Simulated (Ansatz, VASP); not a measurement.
# One calculation of SnO, two programs

```
CELL_PARAMETERS angstrom
3.80200 0.00000 0.00000
0.00000 3.80200 0.00000
0.00000 0.00000 4.83600
ATOMIC_POSITIONS crystal
Sn 0.00000 0.38164 0.33155
Sn 0.50000 0.00000 0.76150
O 0.00000 0.00000 0.00000
O 0.50000 0.50000 0.00000
```

Alike in both runs: task single point; functional PBEsol; dispersion D3(BJ); k mesh 12 × 12 × 10; occupations gaussian, width 0.15 eV; no spin polarisation.

|  | VASP | Ansatz |
| --- | --- | --- |
| version | VASP 6.6.1 | Ansatz 0.2.0 |
| potentials or method | VASP PAW PBE potentials, release 64 (Sn_d, O), cutoff 520 eV | scalar-relativistic, plane waves, PAW |
| valence electrons in the cell | 40 | 40 |

Ansatz gave:

| Property | Result |
| --- | --- |
| gap on the k mesh at the Fermi level (eV) | none |
| pressure (GPa) | -9.9 |
| traceless stress, the component that is largest in VASP (GPa) | -7.64 |
| rms of the force components (eV/Å) | 1.224 |

Problem. Which values does VASP return?

Solution. gap on the k mesh at the Fermi level (eV): none; pressure (GPa): -9.8; traceless stress, the component that is largest in VASP (GPa): -7.60; rms of the force components (eV/Å): 1.206.

VASP's potentials were made for PBE, not for PBEsol. Atom by atom the forces differ by 0.024 eV/Å (rms over components). A gap of «none» marks a metal or a gap that the smearing closes.
